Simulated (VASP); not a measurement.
# C (P6_3/mmc) in VASP: a series of runs, part 2 of 2

VASP 6.6.1. Earlier steps stand in the parts before.

## Step 4: Electric field gradients, PBE

Contents of INCAR:

```
PREC = Accurate ; ENCUT = 520
EDIFF = 1E-8 ; ISMEAR = 1
SIGMA = 0.05 ; LREAL = F
LASPH = T ; NELM = 120
ALGO = Normal ; ISIF = 2
LWAVE = F ; LCHARG = F
GGA = PE ; LEFG = T
NBANDS = 11 ; GGA_COMPAT = F
```

Contents of KPOINTS:

```
regular mesh
0
Gamma
  17 17 9
```

Contents of POSCAR:

```
C
1.0
    2.0870846382      0.0000000000      0.0000000000
   -1.0435423191      1.8074683166      0.0000000000
    0.0000000000      0.0000000000      3.4698018208
C
2
Direct
    0.3333333333      0.6666666667      0.2500000000
    0.6666666667      0.3333333333      0.7500000000
```

Potentials or basis: VASP PAW PBE potentials, release 64 (C).

Run with:

```bash
> cat potpaw_PBE.64/C/POTCAR > POTCAR
> mpirun -np 1 vasp_std > vasp.out
```

OUTCAR:

```text
PREC = Accurate
   ENCUT = 520
   EDIFF = 1E-8
   ISMEAR = 1
   LREAL = F
   LASPH = T
   NELM = 120
   ISIF = 2
   GGA = PE

 ion  position               nearest neighbor table
   1  0.333  0.667  0.250-
   2  0.667  0.333  0.750-

  LATTYP: Found a hexagonal cell.
 ALAT       =     2.0870846382
 C/A-ratio  =     1.6625113123

  Lattice vectors:

 A1 = (   2.0870846382,   0.0000000000,   0.0000000000)
 A2 = (  -1.0435423191,   1.8074683166,   0.0000000000)
 A3 = (   0.0000000000,   0.0000000000,   3.4698018208)

Analysis of symmetry for initial positions (statically):
=====================================================================
 Subroutine PRICEL returns:
 Original cell was already a primitive cell.

 Routine SETGRP: Setting up the symmetry group for a
 hexagonal supercell.

 Subroutine GETGRP returns: Found 24 space group operations
 (whereof 12 operations were pure point group operations)
 out of a pool of 24 trial point group operations.

The static configuration has the point symmetry D_3d.
 The point group associated with its full space group is D_6h.

Analysis of symmetry for dynamics (positions and initial velocities):
=====================================================================
 Subroutine PRICEL returns:
 Original cell was already a primitive cell.

 Routine SETGRP: Setting up the symmetry group for a
 hexagonal supercell.

 Subroutine GETGRP returns: Found 24 space group operations
 (whereof 12 operations were pure point group operations)
 out of a pool of 24 trial point group operations.

The dynamic configuration has the point symmetry D_3d.
 The point group associated with its full space group is D_6h.

 Subroutine INISYM returns: Found 24 space group operations
 (whereof 12 operations are pure point group operations),
 and found     1 'primitive' translations

----------------------------------------------------------------------------------------

                                     Primitive cell

  volume of cell :      13.0893

  direct lattice vectors                    reciprocal lattice vectors
     2.087084638  0.000000000  0.000000000     0.479137253  0.276630022  0.000000000
    -1.043542319  1.807468317  0.000000000     0.000000000  0.553260044  0.000000000
     0.000000000  0.000000000  3.469801821     0.000000000  0.000000000  0.288200898

  length of vectors
     2.087084638  2.087084638  3.469801821     0.553260044  0.553260044  0.288200898

  position of ions in fractional coordinates (direct lattice)
     0.333333333  0.666666667  0.250000000
     0.666666667  0.333333333  0.750000000

  ion indices of the primitive-cell ions
   primitive index   ion index
                 1           1
                 2           2

----------------------------------------------------------------------------------------

 KPOINTS: regular mesh

Automatic generation of k-mesh.
 Grid dimensions read from file:
 generate k-points for:   17   17    9

[... 73 lines left out ...]
   PSTRESS=    0.0 pullay stress
   NELECT =       8.0000    total number of electrons
   NUPDOWN=      -1.0000    fix difference up-down
   EMIN   =  10.00;   EMAX   =-10.00  energy-range for DOS
   EFERMI =   0.00;   METHOD = LEGACY
   ISMEAR =     1;   SIGMA  =   0.05  broadening in eV -4-tet -1-fermi 0-gaus
   EFERMI_NEDOS =   21; number of points for ismear=-14 and -15
   IALGO  =     38    algorithm
   IMIX   =      4    mixing-type and parameters
     AMIX     =   0.40;   BMIX     =  1.00
     AMIX_MAG =   1.60;   BMIX_MAG =  1.00
  volume/ion in A,a.u.               =       6.54        44.17
  Fermi-wavevector in a.u.,A,eV,Ry     =   1.389312  2.625418 26.261787  1.930187
  Thomas-Fermi vector in A             =   2.513354
   LORBIT       =      0    0 simple, 1 ext, 2 COOP (PROOUT), +10 PAW based schemes
   GGA     = PE    functional components
   LHFCALC =     F    Hartree Fock is set to
   AEXX    =    0.0000 exact exchange contribution
   IVDW    =     0    specifies the selected vdW correction
   LEPSILON=     F    determine dielectric tensor
   LRPA    =     F    only Hartree local field effects (RPA)
 non-spin polarized calculation
 Methfessel and Paxton  Order N= 1 SIGMA  =   0.05
  energy-cutoff  :      520.00
  volume of cell :       13.09
 maximum number of plane-waves:       364
 NGX is ok and might be reduce to    16
   NGX =  7   NGY =  7   NGZ = 13

 number of electron       8.0000000 magnetization

 Free energy of the ion-electron system (eV)
  ---------------------------------------------------
  ext. energy  EPLUGINS =         0.00000000
  ---------------------------------------------------
  free energy    TOTEN  =        -9.45260877 eV

  energy without entropy =       -9.45223506  energy(sigma->0) =       -9.45248420

 E-fermi :   9.0406     XC(G=0): -13.2306

 val. band max:        9.0339255339   @ k =   0.3529   0.1176   0.1111
 cond. band min:       9.1345496201   @ k =   0.2353   0.1176   0.3333
 fundamental gap:      0.1006240862
 Fermi energy:         9.0406357812

 k-point     1 :       0.0000    0.0000    0.0000
  band No.  band energies     occupation
      1     -11.1206      2.00000
      2      -1.0357      2.00000
      3      -0.7086      2.00000
      4      16.2841      0.00000
      5      16.2841      0.00000
      6      17.7528      0.00000
      7      18.0939      0.00000
      8      18.0939      0.00000
      9      35.5999      0.00000
     10      38.7369      0.00000
     11      39.4665      0.00000
[... 309 lines left out ...]
 k-point    24 :       0.1765    0.1765    0.0000
  band No.  band energies     occupation
      1      -7.5402      2.00000
      2       1.9443      2.00000
      3       2.8945      2.00000
      4       8.3211      2.00000
      5       9.6047     -0.00000
      6      14.4063      0.00000
      7      15.0176      0.00000
      8      15.4870      0.00000
      9      29.5678      0.00000
     10      32.0264      0.00000
     11      34.6309      0.00000

 [... further k-points ...]
[... 5 lines left out ...]
  --------------------------------------------------------------------------------------
  -------------------------------------------------------------------------------------
  Total        0.8795928      0.8795928      0.8719153      0.0000000     -0.0000000      0.0000000
  in kB      107.6655623    107.6655623    106.7258151      0.0000000     -0.0000000      0.0000000
  external PRESSURE =     107.3523132 kB  Pullay stress =       0.0000000 kB

 VOLUME and BASIS-vectors are now :
 -----------------------------------------------------------------------------
  energy-cutoff  :      520.00
  volume of cell :       13.09
      direct lattice vectors                 reciprocal lattice vectors
     2.087084638  0.000000000  0.000000000     0.479137253  0.276630022  0.000000000
    -1.043542319  1.807468317  0.000000000     0.000000000  0.553260044  0.000000000
     0.000000000  0.000000000  3.469801821     0.000000000  0.000000000  0.288200898

 POSITION                                       TOTAL-FORCE (eV/Angst)
 -----------------------------------------------------------------------------------
     -0.00000      1.20498      0.86745        -0.000000     -0.000000      0.000000
      1.04354      0.60249      2.60235         0.000000      0.000000      0.000000
 -----------------------------------------------------------------------------------
    total drift:                               -0.000000      0.000000      0.000000

  FREE ENERGIE OF THE ION-ELECTRON SYSTEM (eV)
  ---------------------------------------------------
  free  energy   TOTEN  =        -9.4526087727 eV

  energy  without entropy=       -9.4522350553  energy(sigma->0) =       -9.45248420

 Electric field gradients (V/A^2)
---------------------------------------------------------------------
 ion       V_xx      V_yy      V_zz      V_xy      V_xz      V_yz
---------------------------------------------------------------------
   1       0.606     0.606    -1.212     0.000     0.000    -0.000
   2       0.606     0.606    -1.212     0.000    -0.000     0.000
---------------------------------------------------------------------

 Electric field gradients after diagonalization (V/A^2)
 (convention: |V_zz| > |V_xx| > |V_yy|)
----------------------------------------------------------------------
 ion       V_xx      V_yy      V_zz     asymmetry (V_yy - V_xx)/ V_zz
----------------------------------------------------------------------
   1       0.606     0.606    -1.212       0.000
   2       0.606     0.606    -1.212       0.000
----------------------------------------------------------------------

           NMR quadrupolar parameters

 Cq : quadrupolar parameter    Cq=e*Q*V_zz/h
 eta: asymmetry parameters     (V_yy - V_xx)/ V_zz
 Q  : nuclear electric quadrupole moment in mb (millibarn)
----------------------------------------------------------------------
 ion       Cq(MHz)       eta       Q (mb)
----------------------------------------------------------------------
   1      -0.003       0.000       1.000
   2      -0.003       0.000       1.000
----------------------------------------------------------------------
```

Run time: 5.8 s. Hardware: 1 thread of Intel Xeon 6975P-C (Granite Rapids), shared host; peak memory 0.13 GiB.

What came out:

```yaml
Free_energy: -9.4526 eV
Pressure: 10.7 GPa
Band_gap_on_the_k_mesh: zero (band 4 reaches 16.34 eV, above the bottom of band 5 at 4.89 eV)
```

Levels at points of the mesh, in eV from the Fermi level:
```tsv
k point	band 1	band 2	band 3	band 4	band 5	band 6	band 7	band 8
(0.00, 0.00, 0.00)	-20.16	-10.08	-9.75	7.24	7.24	8.71	9.05	9.05
```

Electric field gradients, principal values (V/Å²):
```tsv
atom	least	middle	greatest (by size)
1 C	0.606	0.606	-1.212
2 C	0.606	0.606	-1.212
```

Caveat: without QUAD_EFG the Cq values of the log hold for a quadrupole moment of 1 mb, not for the nuclei.

## Step 5: Electric field gradients, PBE (volume scaled by 0.97)

Contents of INCAR:

```
SYSTEM = C
  PREC = Accurate
  ENCUT = 520
  EDIFF = 1E-8
  ISMEAR = -1
  SIGMA = 0.03
  LREAL = .False.
  LASPH = .True.
  NELM = 120
  ALGO = Normal
  ISIF = 2
  LWAVE = .False.
  LCHARG = .False.
  GGA = PE
  LEFG = .True.
  NBANDS = 11
  GGA_COMPAT = .False.
```

Contents of KPOINTS:

```
Automatic mesh
0
Gamma
  17 17 9
  0 0 0
```

Contents of POSCAR:

```
C
1.0
    2.1086817513      0.0000000000      0.0000000000
   -1.0543408757      1.8261719651      0.0000000000
    0.0000000000      0.0000000000      3.5057072656
C
2
Direct
    0.3333333333      0.6666666667      0.2500000000
    0.6666666667      0.3333333333      0.7500000000
```

Potentials or basis: VASP PAW PBE potentials, release 64 (C).

Run with:

```bash
> cat potpaw_PBE.64/C/POTCAR > POTCAR
> mpirun -np 1 vasp_std > vasp.out
```

OUTCAR:

```text
SYSTEM = C
   PREC = Accurate
   ENCUT = 520
   EDIFF = 1E-8
   ISMEAR = -1
   LREAL = .False.
   LASPH = .True.
   NELM = 120
   ISIF = 2
   GGA = PE

 ion  position               nearest neighbor table
   1  0.333  0.667  0.250-
   2  0.667  0.333  0.750-

  LATTYP: Found a hexagonal cell.
 ALAT       =     2.1086817513
 C/A-ratio  =     1.6625113123

  Lattice vectors:

 A1 = (   2.1086817513,   0.0000000000,   0.0000000000)
 A2 = (  -1.0543408757,   1.8261719651,   0.0000000000)
 A3 = (   0.0000000000,   0.0000000000,   3.5057072656)

Analysis of symmetry for initial positions (statically):
=====================================================================
 Subroutine PRICEL returns:
 Original cell was already a primitive cell.

 Routine SETGRP: Setting up the symmetry group for a
 hexagonal supercell.

[... 525 lines left out ...]
  energy-cutoff  :      520.00
  volume of cell :       13.50
      direct lattice vectors                 reciprocal lattice vectors
     2.108681751  0.000000000  0.000000000     0.474229930  0.273796778  0.000000000
    -1.054340876  1.826171965  0.000000000     0.000000000  0.547593556  0.000000000
     0.000000000  0.000000000  3.505707266     0.000000000  0.000000000  0.285249145

 POSITION                                       TOTAL-FORCE (eV/Angst)
 -----------------------------------------------------------------------------------
     -0.00000      1.21745      0.87643         0.000000      0.000000      0.000000
      1.05434      0.60872      2.62928        -0.000000     -0.000000      0.000000
 -----------------------------------------------------------------------------------
    total drift:                               -0.000000      0.000000      0.000000

  FREE ENERGIE OF THE ION-ELECTRON SYSTEM (eV)
  ---------------------------------------------------
  free  energy   TOTEN  =        -9.4742871576 eV

  energy  without entropy=       -9.4730075159  energy(sigma->0) =       -9.47364734

 Electric field gradients (V/A^2)
---------------------------------------------------------------------
 ion       V_xx      V_yy      V_zz      V_xy      V_xz      V_yz
---------------------------------------------------------------------
   1       0.684     0.684    -1.367     0.000     0.000    -0.000
   2       0.684     0.684    -1.367     0.000    -0.000     0.000
---------------------------------------------------------------------

 Electric field gradients after diagonalization (V/A^2)
 (convention: |V_zz| > |V_xx| > |V_yy|)
----------------------------------------------------------------------
 ion       V_xx      V_yy      V_zz     asymmetry (V_yy - V_xx)/ V_zz
----------------------------------------------------------------------
   1       0.684     0.684    -1.367       0.000
   2       0.684     0.684    -1.367       0.000
----------------------------------------------------------------------

           NMR quadrupolar parameters

 Cq : quadrupolar parameter    Cq=e*Q*V_zz/h
 eta: asymmetry parameters     (V_yy - V_xx)/ V_zz
 Q  : nuclear electric quadrupole moment in mb (millibarn)
----------------------------------------------------------------------
 ion       Cq(MHz)       eta       Q (mb)
----------------------------------------------------------------------
   1      -0.003       0.000       1.000
   2      -0.003       0.000       1.000
----------------------------------------------------------------------
```

Run time: 6.1 s. Hardware: 1 thread of Intel Xeon 6975P-C (Granite Rapids), shared host; peak memory 0.13 GiB.

Results:

```
Free energy            : -9.4743 eV
Pressure               : 5.2 GPa
Band gap on the k mesh : zero (band 4 reaches 15.69 eV, above the bottom of band 5 at 4.59 eV)
```

Electric field gradients, principal values (V/Å²):
```tsv
atom	least	middle	greatest (by size)
1 C	0.684	0.684	-1.367
2 C	0.684	0.684	-1.367
```

Caveat: the cell differs from its parent crystal (volume scaled by 0.97); without QUAD_EFG the Cq values of the log hold for a quadrupole moment of 1 mb, not for the nuclei.

## Step 6: Electric field gradients, PBE

This run uses another cell than the first one, of 6.96 Å³/atom, 1.063 times its volume.

Contents of INCAR:

```
SYSTEM = C
PREC = Accurate ; ENCUT = 520
EDIFF = 1E-8 ; ISMEAR = -1
SIGMA = 0.03 ; LREAL = .FALSE.
LASPH = .TRUE. ; NELM = 120
ALGO = Normal ; ISIF = 2
LWAVE = .FALSE. ; LCHARG = .FALSE.
GGA = PE ; LEFG = .TRUE.
NBANDS = 11 ; GGA_COMPAT = .FALSE.
```

Contents of KPOINTS:

```
regular mesh
0
G
  17 17 9
  0 0 0
```

Contents of POSCAR:

```
C
1.0
    2.1302003983      0.0000000000      0.0000000000
   -1.0651001991      1.8448076601      0.0000000000
    0.0000000000      0.0000000000      3.5414822596
C
2
Direct
    0.3333333333      0.6666666667      0.2500000000
    0.6666666667      0.3333333333      0.7500000000
```

Potentials or basis: VASP PAW PBE potentials, release 64 (C).

Run with:

```bash
> cat potpaw_PBE.64/C/POTCAR > POTCAR
> mpirun -np 1 vasp_std > vasp.out
```

OUTCAR:

```text
SYSTEM = C
   PREC = Accurate
   ENCUT = 520
   EDIFF = 1E-8
   ISMEAR = -1
   LREAL = .FALSE.
   LASPH = .TRUE.
   NELM = 120
   ISIF = 2
   GGA = PE

 ion  position               nearest neighbor table
   1  0.333  0.667  0.250-
   2  0.667  0.333  0.750-

  LATTYP: Found a hexagonal cell.
 ALAT       =     2.1302003983
 C/A-ratio  =     1.6625113123

  Lattice vectors:

 A1 = (   2.1302003983,   0.0000000000,   0.0000000000)
 A2 = (  -1.0651001991,   1.8448076601,   0.0000000000)
[... 550 lines left out ...]
  ---------------------------------------------------
  free  energy   TOTEN  =        -9.4813379386 eV

  energy  without entropy=       -9.4797701238  energy(sigma->0) =       -9.48055403

 Electric field gradients (V/A^2)
---------------------------------------------------------------------
 ion       V_xx      V_yy      V_zz      V_xy      V_xz      V_yz
---------------------------------------------------------------------
   1       0.702     0.702    -1.405    -0.000     0.000    -0.000
   2       0.702     0.702    -1.405    -0.000    -0.000     0.000
---------------------------------------------------------------------

 Electric field gradients after diagonalization (V/A^2)
 (convention: |V_zz| > |V_xx| > |V_yy|)
----------------------------------------------------------------------
 ion       V_xx      V_yy      V_zz     asymmetry (V_yy - V_xx)/ V_zz
----------------------------------------------------------------------
   1       0.702     0.702    -1.405       0.000
   2       0.702     0.702    -1.405       0.000
----------------------------------------------------------------------

           NMR quadrupolar parameters

 Cq : quadrupolar parameter    Cq=e*Q*V_zz/h
 eta: asymmetry parameters     (V_yy - V_xx)/ V_zz
 Q  : nuclear electric quadrupole moment in mb (millibarn)
----------------------------------------------------------------------
 ion       Cq(MHz)       eta       Q (mb)
----------------------------------------------------------------------
   1      -0.003       0.000       1.000
   2      -0.003       0.000       1.000
----------------------------------------------------------------------
```

OSZICAR:

```text
N       E                     dE             d eps       ncg     rms          rms(c)
DAV:   1     0.639359851830E+01    0.63936E+01   -0.43380E+03  3718   0.677E+02
DAV:   2    -0.909923338969E+01   -0.15493E+02   -0.14644E+02  5050   0.104E+02
DAV:   3    -0.947837693655E+01   -0.37914E+00   -0.37534E+00  4401   0.127E+01
DAV:   4    -0.947928114745E+01   -0.90421E-03   -0.90405E-03  4152   0.699E-01
DAV:   5    -0.947928213191E+01   -0.98446E-06   -0.98462E-06  4398   0.232E-02    0.125E+00
DAV:   6    -0.947997397929E+01   -0.69185E-03   -0.16665E-03  4176   0.288E-01    0.724E-01
DAV:   7    -0.948129001781E+01   -0.13160E-02   -0.28549E-03  3978   0.394E-01    0.475E-02
DAV:   8    -0.948133833924E+01   -0.48321E-04   -0.86137E-05  4407   0.753E-02    0.496E-03
DAV:   9    -0.948133816365E+01    0.17558E-06   -0.24891E-07  4113   0.410E-03    0.333E-03
DAV:  10    -0.948133795570E+01    0.20795E-06   -0.97402E-08  4335   0.291E-03    0.126E-04
DAV:  11    -0.948133794495E+01    0.10753E-07   -0.10212E-09  2748   0.281E-04    0.359E-05
DAV:  12    -0.948133793856E+01    0.63902E-08   -0.74924E-11  2385   0.793E-05
   1 F= -.94813379E+01 E0= -.94805540E+01  d E =-.156781E-02
```

Wall time 6.4 s (1 thread of Intel Xeon 6975P-C (Granite Rapids), shared host); peak memory 0.13 GiB.

What came out:

```yaml
Free_energy: -9.4813 eV
Pressure: 0.1 GPa
Band_gap_on_the_k_mesh: zero (band 4 reaches 15.06 eV, above the bottom of band 5 at 4.30 eV)
```

Electric field gradients, principal values (V/Å²):
| atom | least | middle | greatest (by size) |
| --- | --- | --- | --- |
| 1 C | 0.702 | 0.702 | -1.405 |
| 2 C | 0.702 | 0.702 | -1.405 |

Caveat: without QUAD_EFG the Cq values of the log hold for a quadrupole moment of 1 mb, not for the nuclei.

## Step 7: Overview

| cell | smearing | gap on the mesh (eV) | pressure (GPa) |
| --- | --- | --- | --- |
| a = 2.087, b = 2.087, c = 3.470 Å, angles 90.0, 90.0, 120.0°, 2 atoms | fermi-dirac 0.03 eV | none | 10.7 |
| a = 2.087, b = 2.087, c = 3.470 Å, angles 90.0, 90.0, 120.0°, 2 atoms | methfessel-paxton 0.05 eV | none | 10.7 |
| a = 2.109, b = 2.109, c = 3.506 Å, angles 90.0, 90.0, 120.0°, 2 atoms | fermi-dirac 0.03 eV | none | 5.2 |
| a = 2.130, b = 2.130, c = 3.541 Å, angles 90.0, 90.0, 120.0°, 2 atoms | fermi-dirac 0.03 eV | none | 0.1 |

Alike in all rows: task electric field gradients; level PBE; potentials or basis VASP PAW PBE potentials, release 64 (C); no spin polarisation; k mesh 17 × 17 × 9; cutoff (eV) 520.

Total energies depend on the potentials used, so only differences within one code and one set of settings carry meaning.
